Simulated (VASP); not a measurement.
MoSe2, 6 atoms in the cell. The structure is hexagonal, space group P6_3/mmc (No. 194). The conventional cell has a = 3.265 Å, b = 3.265 Å, c = 12.572 Å, α = 90.00°, β = 90.00°, γ = 120.00°. Mo (site symmetry -6m2) has 6 Se at 2.52 Å and 6 Mo at 3.26 Å within 3.3 Å. Se (site symmetry 3m) has 3 Mo at 2.52 Å and 6 Se at 3.26 Å within 3.3 Å.  This cell differs from its parent crystal: volume scaled by 0.980.

```yaml
Program: VASP 6.6.1
Task: single point
Functional: PBE
Dispersion: D3(BJ)
Potentials_or_basis: VASP PAW PBE potentials, release 64 (Mo_sv, Se)
Cutoff: 500 eV
k_mesh: 10 × 10 × 4
Occupations: gaussian, width 0.05 eV
Spin: no spin polarisation
Dipole_correction: no
Further_INCAR_settings: ALGO = Normal; EDIFF = 1e-06; NBANDS = 35
```

Potentials or basis: VASP PAW PBE potentials, release 64 (Mo_sv, Se).

The run is started by

```console
$ cat potpaw_PBE.64/Mo_sv/POTCAR potpaw_PBE.64/Se/POTCAR > POTCAR
$ mpirun -np 1 vasp_std > vasp.out
```

Hardware: 1 thread of Intel(R) Xeon(R) Platinum 8488C (Sapphire Rapids), on a shared host.

Problem. How long does it take, and how much memory?

Solution. Run time: 2.2 min on 1 thread of Intel(R) Xeon(R) Platinum 8488C (Sapphire Rapids) (shared host), peak memory 0.31 GiB. Counts: scf iterations 14, k points 42.
